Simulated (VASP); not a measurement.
# Hg (P6_3/mmc) in VASP: a series of runs

Runs on Hg. Level: PBEsol+D3(BJ). Tasks: single point.

Program: VASP 6.6.1. These are calculated values, not measurements. Logs are shortened: lines on timing, memory, paths and dates and some standing lists are left out, and cuts for length are marked.

## 1. The cell of the first run

It takes space group P6_3/mmc (No. 194, hexagonal). The conventional cell has a = 3.036 Å, b = 3.036 Å, c = 5.237 Å, α = 90.00°, β = 90.00°, γ = 120.00°. Hg (site symmetry -6m2) has 12 Hg at 3.04 to 3.15 Å within 4.0 Å.

## 2. Single point, PBEsol+D3(BJ)

INCAR reads:

```
ALGO = Fast ; EDIFF = 1E-7
ENCUT = 520 ; GGA = PS
ISIF = 2 ; ISMEAR = 0
IVDW = 12 ; LASPH = T
LCHARG = F ; LREAL = F
LWAVE = F ; NBANDS = 19
NELM = 60 ; PREC = Accurate
SIGMA = 0.15
```

KPOINTS reads:

```
k-points
0
Gamma
  18 18 10
```

POSCAR reads:

```
Hg
1.0
    3.0358000000      0.0000000000      0.0000000000
   -1.5179000000      2.6290799208      0.0000000000
    0.0000000000      0.0000000000      5.2374000000
Hg
2
Direct
    0.6666666667      0.3333333333      0.7500000000
    0.3333333333      0.6666666667      0.2500000000
```

Potentials or basis: VASP PAW PBE potentials, release 64 (Hg).

Command:

```console
cat potpaw_PBE.64/Hg/POTCAR > POTCAR
mpirun -np 1 vasp_std > vasp.out
```

OUTCAR:

```text
EDIFF = 1E-7
   ENCUT = 520
   GGA = PS
   ISIF = 2
   ISMEAR = 0
   IVDW = 12
   LASPH = T
   LREAL = F
   NELM = 60
   PREC = Accurate
 IVDW          = 12

 ion  position               nearest neighbor table
   1  0.667  0.333  0.750-   2 3.15   2 3.15   2 3.15   2 3.15   2 3.15   2 3.15
   2  0.333  0.667  0.250-   1 3.15   1 3.15   1 3.15   1 3.15   1 3.15   1 3.15

  LATTYP: Found a hexagonal cell.
 ALAT       =     3.0358000000
 C/A-ratio  =     1.7252124646

  Lattice vectors:

 A1 = (   3.0358000000,   0.0000000000,   0.0000000000)
 A2 = (  -1.5179000000,   2.6290799208,   0.0000000000)
 A3 = (   0.0000000000,   0.0000000000,   5.2374000000)

Analysis of symmetry for initial positions (statically):
=====================================================================
 Subroutine PRICEL returns:
 Original cell was already a primitive cell.

 Routine SETGRP: Setting up the symmetry group for a
 hexagonal supercell.

 Subroutine GETGRP returns: Found 24 space group operations
 (whereof 12 operations were pure point group operations)
 out of a pool of 24 trial point group operations.

The static configuration has the point symmetry D_3d.
 The point group associated with its full space group is D_6h.

Analysis of symmetry for dynamics (positions and initial velocities):
=====================================================================
 Subroutine PRICEL returns:
 Original cell was already a primitive cell.

 Routine SETGRP: Setting up the symmetry group for a
 hexagonal supercell.

 Subroutine GETGRP returns: Found 24 space group operations
 (whereof 12 operations were pure point group operations)
 out of a pool of 24 trial point group operations.

The dynamic configuration has the point symmetry D_3d.
 The point group associated with its full space group is D_6h.

 Subroutine INISYM returns: Found 24 space group operations
 (whereof 12 operations are pure point group operations),
 and found     1 'primitive' translations

----------------------------------------------------------------------------------------

                                     Primitive cell

  volume of cell :      41.8016

  direct lattice vectors                    reciprocal lattice vectors
     3.035800000  0.000000000  0.000000000     0.329402464  0.190180601  0.000000000
    -1.517900000  2.629079921  0.000000000     0.000000000  0.380361202  0.000000000
     0.000000000  0.000000000  5.237400000     0.000000000  0.000000000  0.190934433

  length of vectors
     3.035800000  3.035800000  5.237400000     0.380361202  0.380361202  0.190934433

  position of ions in fractional coordinates (direct lattice)
     0.666666667  0.333333333  0.750000000
     0.333333333  0.666666667  0.250000000

  ion indices of the primitive-cell ions
   primitive index   ion index
                 1           1
                 2           2

----------------------------------------------------------------------------------------

 KPOINTS: k-points

Automatic generation of k-mesh.
 Grid dimensions read from file:
 generate k-points for:   18   18   10

 Generating k-lattice:

  Cartesian coordinates                     Fractional coordinates (reciprocal lattice)
     0.018300137  0.010565589  0.000000000     0.055555556  0.000000000  0.000000000
     0.000000000  0.021131178  0.000000000     0.000000000  0.055555556  0.000000000
     0.000000000  0.000000000  0.019093443     0.000000000  0.000000000  0.100000000

  Length of vectors
     0.021131178  0.021131178  0.019093443

  Shift w.r.t. Gamma in fractional coordinates (k-lattice)
     0.000000000  0.000000000  0.000000000

 Subroutine IBZKPT returns following result:
 ===========================================

 Found    222 irreducible k-points:

 Following reciprocal coordinates:
            Coordinates               Weight
  0.000000  0.000000  0.000000      1.000000
  0.055556 -0.000000  0.000000      6.000000
  0.111111 -0.000000  0.000000      6.000000
  0.166667  0.000000  0.000000      6.000000
  0.222222 -0.000000  0.000000      6.000000
  0.277778  0.000000  0.000000      6.000000
[... 16 lines left out ...]
  0.333333  0.111111  0.000000     12.000000
  0.388889  0.111111  0.000000     12.000000
 [... further k-points ...]
   k-points           NKPTS =    222   k-points in BZ     NKDIM =    222   number of bands    NBANDS=     19
   number of dos      NEDOS =    301   number of ions     NIONS =      2
   total plane-waves  NPLWV =  23040
   dimension x,y,z NGX =    24 NGY =   24 NGZ =   40
   dimension x,y,z NGXF=    48 NGYF=   48 NGZF=   80
   ions per type =               2
   NGX,Y,Z   is equivalent  to a cutoff of  13.14, 13.14, 12.70 a.u.
   NGXF,Y,Z  is equivalent  to a cutoff of  26.29, 26.29, 25.39 a.u.
 SYSTEM =  unknown system
   PREC   = accura    normal or accurate (medium, high low for compatibility)
   ISTART =      0    job   : 0-new  1-cont  2-samecut
   ICHARG =      2    charge: 1-file 2-atom 10-const
   ISPIN  =      1    spin polarized calculation?
   LNONCOLLINEAR =      F non collinear calculations
   LSORBIT =      F    spin-orbit coupling
   LASPH  =      T    aspherical Exc in radial PAW
   ENCUT  =  520.0 eV  38.22 Ry    6.18 a.u.   5.64  5.64  9.74*2*pi/ulx,y,z
   NELM   =     60;   NELMIN=  2; NELMDL= -5     # of ELM steps
   EDIFF  = 0.1E-06   stopping-criterion for ELM
   LREAL  =      F    real-space projection
   EDIFFG = 0.1E-05   stopping-criterion for IOM
   NSW    =      0    number of steps for IOM
   IBRION =     -1    ionic relax: 0-MD 1-quasi-New 2-CG
   NFREE  =      0    steps in history (QN), initial steepest desc. (CG)
   ISIF   =      2    stress and relaxation
   ISYM   =      2    0-nonsym 1-usesym 2-fastsym
   POTIM  = 0.5000    time-step for ionic-motion
   TEBEG  =    0.0;   TEEND  =   0.0 temperature during run
   PSTRESS=    0.0 pullay stress
   NELECT =      24.0000    total number of electrons
   NUPDOWN=      -1.0000    fix difference up-down
   EMIN   =  10.00;   EMAX   =-10.00  energy-range for DOS
   EFERMI =   0.00;   METHOD = LEGACY
   ISMEAR =     0;   SIGMA  =   0.15  broadening in eV -4-tet -1-fermi 0-gaus
   EFERMI_NEDOS =   21; number of points for ismear=-14 and -15
   IALGO  =     68    algorithm
   IMIX   =      4    mixing-type and parameters
     AMIX     =   0.40;   BMIX     =  1.00
     AMIX_MAG =   1.60;   BMIX_MAG =  1.00
  volume/ion in A,a.u.               =      20.90       141.05
  Fermi-wavevector in a.u.,A,eV,Ry     =   1.360654  2.571263 25.189542  1.851379
  Thomas-Fermi vector in A             =   2.487298
   LORBIT       =      0    0 simple, 1 ext, 2 COOP (PROOUT), +10 PAW based schemes
   GGA     = PS    functional components
   LHFCALC =     F    Hartree Fock is set to
   AEXX    =    0.0000 exact exchange contribution
   IVDW    =    12    specifies the selected vdW correction
   LEPSILON=     F    determine dielectric tensor
   LRPA    =     F    only Hartree local field effects (RPA)
 non-spin polarized calculation
 RMM-DIIS sequential band-by-band and
 Gauss-broadening in eV      SIGMA  =   0.15
  energy-cutoff  :      520.00
  volume of cell :       41.80
 maximum number of plane-waves:      1145
 NGX is ok and might be reduce to    24

 number of electron      24.0000002 magnetization

 Free energy of the ion-electron system (eV)
  ---------------------------------------------------
  ext. energy  EPLUGINS =         0.00000000
  ---------------------------------------------------
  free energy    TOTEN  =        -0.97735461 eV

  energy without entropy =       -0.96762588  energy(sigma->0) =       -0.97249025

 E-fermi :   3.6575     XC(G=0): -11.7294

 val. band max:        3.6539232620   @ k =   0.3333   0.3333   0.4000
 cond. band min:       3.6623314099   @ k =   0.3333   0.2778   0.3000
 fundamental gap:      0.0084081479
 Fermi energy:         3.6575054891

 k-point     1 :       0.0000    0.0000    0.0000
  band No.  band energies     occupation
      1      -6.5775      2.00000
      2      -5.2768      2.00000
      3      -4.0158      2.00000
      4      -3.7707      2.00000
      5      -3.7707      2.00000
      6      -3.6275      2.00000
[... 11 lines left out ...]
     18      18.9717      0.00000
     19      20.6659      0.00000

 k-point     2 :       0.0556   -0.0000    0.0000
  band No.  band energies     occupation
      1      -6.4944      2.00000
      2      -5.2203      2.00000
      3      -4.0148      2.00000
      4      -3.7703      2.00000
      5      -3.7292      2.00000
      6      -3.6446      2.00000
[... 11 lines left out ...]
     18      19.3394      0.00000
     19      21.1379      0.00000

 k-point     3 :       0.1111   -0.0000    0.0000
  band No.  band energies     occupation
      1      -6.2516      2.00000
      2      -5.0645      2.00000
      3      -4.0302      2.00000
      4      -3.7565      2.00000
      5      -3.6689      2.00000
      6      -3.6080      2.00000
[... 11 lines left out ...]
     18      19.7221      0.00000
     19      19.9963      0.00000

 k-point     4 :       0.1667    0.0000    0.0000
  band No.  band energies     occupation
      1      -5.8742      2.00000
      2      -4.8634      2.00000
      3      -4.0533      2.00000
      4      -3.7915      2.00000
      5      -3.5698      2.00000
      6      -3.4971      2.00000
[... 11 lines left out ...]
     18      18.3436      0.00000
     19      18.5300      0.00000

 k-point     5 :       0.2222   -0.0000    0.0000
  band No.  band energies     occupation
      1      -5.4288      2.00000
      2      -4.7375      2.00000
      3      -3.9769      2.00000
      4      -3.8221      2.00000
      5      -3.7786      2.00000
      6      -3.3773      2.00000
[... 11 lines left out ...]
     18      17.4638      0.00000
     19      18.7193      0.00000

 k-point     6 :       0.2778    0.0000    0.0000
  band No.  band energies     occupation
      1      -5.0625      2.00000
      2      -4.7599      2.00000
      3      -4.0599      2.00000
      4      -3.8092      2.00000
      5      -3.6791      2.00000
      6      -3.4666      2.00000
[... 11 lines left out ...]
     18      17.4596      0.00000
     19      18.2684      0.00000

 k-point     7 :       0.3333    0.0000    0.0000
  band No.  band energies     occupation
      1      -4.9211      2.00000
      2      -4.8311      2.00000
      3      -4.2997      2.00000
      4      -3.6784      2.00000
      5      -3.5458      2.00000
      6      -3.4269      2.00000
[... 11 lines left out ...]
     18      17.4826      0.00000
     19      17.6850      0.00000

 k-point     8 :       0.3889   -0.0000    0.0000
  band No.  band energies     occupation
      1      -4.9737      2.00000
      2      -4.8495      2.00000
      3      -4.4789      2.00000
      4      -3.6076      2.00000
      5      -3.5465      2.00000
      6      -3.5145      2.00000
[... 256 lines left out ...]
 k-point    20 :       0.1667    0.1111    0.0000
  band No.  band energies     occupation
      1      -5.2129      2.00000
      2      -4.5696      2.00000
      3      -4.1443      2.00000
      4      -3.8216      2.00000
      5      -3.8111      2.00000
      6      -3.5498      2.00000
[... 11 lines left out ...]
     18      17.7173      0.00000
     19      17.9046      0.00000

 k-point    21 :       0.2222    0.1111    0.0000
  band No.  band energies     occupation
      1      -4.8378      2.00000
      2      -4.5870      2.00000
      3      -4.0810      2.00000
      4      -3.9544      2.00000
      5      -3.7707      2.00000
      6      -3.6312      2.00000
[... 11 lines left out ...]
     18      17.0986      0.00000
     19      17.1186      0.00000

 k-point    22 :       0.2778    0.1111    0.0000
  band No.  band energies     occupation
      1      -4.7001      2.00000
      2      -4.6706      2.00000
      3      -4.3003      2.00000
      4      -3.6878      2.00000
      5      -3.6513      2.00000
      6      -3.6105      2.00000
[... 11 lines left out ...]
     18      16.4095      0.00000
     19      16.6083      0.00000

 k-point    23 :       0.3333    0.1111    0.0000
  band No.  band energies     occupation
      1      -4.7931      2.00000
      2      -4.6642      2.00000
      3      -4.4641      2.00000
      4      -3.7155      2.00000
      5      -3.5208      2.00000
      6      -3.4661      2.00000
[... 11 lines left out ...]
     18      15.8420      0.00000
     19      16.2520      0.00000

 k-point    24 :       0.3889    0.1111    0.0000
  band No.  band energies     occupation
      1      -4.8601      2.00000
      2      -4.6851      2.00000
      3      -4.5647      2.00000
      4      -3.7151      2.00000
      5      -3.5558      2.00000
      6      -3.4313      2.00000
[... 11 lines left out ...]
     18      15.4745      0.00000
     19      16.0357      0.00000

 [... further k-points ...]

------------------------ aborting loop because EDIFF is reached ----------------------------------------

 Edisp (eV)   -0.95916

 E8    (eV) :    -0.6510

  FORCE on cell =-STRESS in cart. coord.  units (eV):
  Direction    XX          YY          ZZ          XY          YZ          ZX
  --------------------------------------------------------------------------------------
  -------------------------------------------------------------------------------------
  Total       0.83030     0.83030     0.76609     0.00000     0.00000     0.00000
  in kB      31.82381    31.82381    29.36270     0.00000     0.00000     0.00000
  external pressure =       31.00 kB  Pullay stress =        0.00 kB

 VOLUME and BASIS-vectors are now :
 -----------------------------------------------------------------------------
  energy-cutoff  :      520.00
  volume of cell :       41.80
      direct lattice vectors                 reciprocal lattice vectors
     3.035800000  0.000000000  0.000000000     0.329402464  0.190180601  0.000000000
    -1.517900000  2.629079921  0.000000000     0.000000000  0.380361202  0.000000000
     0.000000000  0.000000000  5.237400000     0.000000000  0.000000000  0.190934433

 POSITION                                       TOTAL-FORCE (eV/Angst)
 -----------------------------------------------------------------------------------
      1.51790      0.87636      3.92805         0.000000     -0.000000      0.000000
     -0.00000      1.75272      1.30935         0.000000      0.000000     -0.000000
 -----------------------------------------------------------------------------------
    total drift:                               -0.000000      0.000000     -0.000000

  FREE ENERGIE OF THE ION-ELECTRON SYSTEM (eV)
  ---------------------------------------------------
  free  energy   TOTEN  =        -1.9365160260 eV

  energy  without entropy=       -1.9267872942  energy(sigma->0) =       -1.93165166
```

Wall time 41 s (1 thread of Intel Xeon 6975P-C (Granite Rapids), shared host); peak memory 0.27 GiB.

Results:

```
Free energy                : -1.9365 eV
Pressure                   : 3.1 GPa
Band gap on the k mesh     : zero (band 12 reaches 4.07 eV, above the bottom of band 13 at 1.65 eV)
Dispersion energy per atom : -0.480 eV
```

Caveat: the PAW data sets were made with another functional, which shifts forces and pressure a little; spin-orbit coupling is left out, which moves the levels of the heavy elements; pairwise dispersion overbinds metals, which lowers pressure and volume.

## 3. Single point, PBEsol+D3(BJ)

This run uses another cell than the first one, of the same volume but with other edges.

INCAR reads:

```
ALGO = Fast
EDIFF = 1E-7
ENCUT = 520
GGA = PS
ISIF = 2
ISMEAR = 0
IVDW = 12
LASPH = True
LCHARG = False
LREAL = False
LWAVE = False
NBANDS = 19
NELM = 60
PREC = Accurate
SIGMA = 0.15
```

KPOINTS is that of step 2.

POSCAR reads:

```
Hg
1.0
    3.2723000000      0.0000000000      0.0000000000
   -1.6361500000      2.8338949288      0.0000000000
    0.0000000000      0.0000000000      4.5094000000
Hg
2
Direct
    0.6666666667      0.3333333333      0.7500000000
    0.3333333333      0.6666666667      0.2500000000
```

Potentials or basis: VASP PAW PBE potentials, release 64 (Hg).

Command:

```console
cat potpaw_PBE.64/Hg/POTCAR > POTCAR
mpirun -np 1 vasp_std > vasp.out
```

Wall time 40 s (1 thread of Intel Xeon 6975P-C (Granite Rapids), shared host); peak memory 0.27 GiB.

It converged, with:

| Property | Result |
| --- | --- |
| Free energy | -1.9232 eV |
| Pressure | 4.5 GPa |
| Band gap on the k mesh | zero (band 12 reaches 4.75 eV, above the bottom of band 13 at 3.02 eV) |
| Dispersion energy per atom | -0.479 eV |

Stress tensor (GPa, compression positive):
```
3.82 0.00 0.00
0.00 3.82 0.00
0.00 0.00 5.76
```

Levels at points of the mesh, in eV from the Fermi level:
| k point | band 10 | band 11 | band 12 | band 13 | band 14 | band 15 |
| --- | --- | --- | --- | --- | --- | --- |
| (0.00, 0.00, 0.00) | -6.12 | -6.12 | -1.22 | 0.71 | 11.03 | 11.03 |
| (0.50, 0.00, 0.00) | -5.77 | -3.44 | -3.40 | 4.41 | 4.46 | 4.72 |
| (0.00, 0.00, 0.50) | -6.35 | -6.35 | -6.35 | 10.80 | 10.80 | 12.11 |
| (0.50, 0.00, 0.50) | -6.26 | -2.10 | -2.10 | -0.36 | -0.36 | 8.73 |

Caveat: the PAW data sets were made with another functional, which shifts forces and pressure a little; spin-orbit coupling is left out, which moves the levels of the heavy elements; pairwise dispersion overbinds metals, which lowers pressure and volume.
